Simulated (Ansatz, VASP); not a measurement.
**One calculation of Ge, two programs**

```xyz
2
Lattice="-0.0566 2.8005 2.8005 2.8005 -0.0566 2.8005 2.8005 2.8005 -0.0566" Properties=species:S:1:pos:R:3 pbc="T T T"
Ge    2.7722    2.7722    2.7722
Ge    4.1583    4.1583    4.1583
```

Change from the starting cell: equal xy, yz and zx shear strains of -2 %.

Alike in both runs: task single point; functional LDA; k mesh 10 × 10 × 10; occupations fermi-dirac, width 0.05 eV; no spin polarisation.

|  | VASP | Ansatz |
| --- | --- | --- |
| version | VASP 6.6.1 | Ansatz 0.2.0 |
| potentials or method | VASP PAW LDA potentials, release 64 (Ge_d), cutoff 520 eV | all-electron LAPW, scalar-relativistic |

|  | VASP | Ansatz | Ansatz less VASP |
| --- | --- | --- | --- |
| pressure (GPa) | -1.0 | -1.1 | -0.08 |
| traceless stress, the component that is largest in VASP (GPa) | 1.66 | 1.64 | -0.018 |
| rms of the force components (eV/Å) | 0.186 | 0.185 | -0.0017 |

LDA's correlation is that of Perdew and Zunger in VASP and of Perdew and Wang (1992) in Ansatz. Atom by atom the forces differ by 0.002 eV/Å (rms over components). Ansatz ran all-electron here, and VASP with PAW potentials.
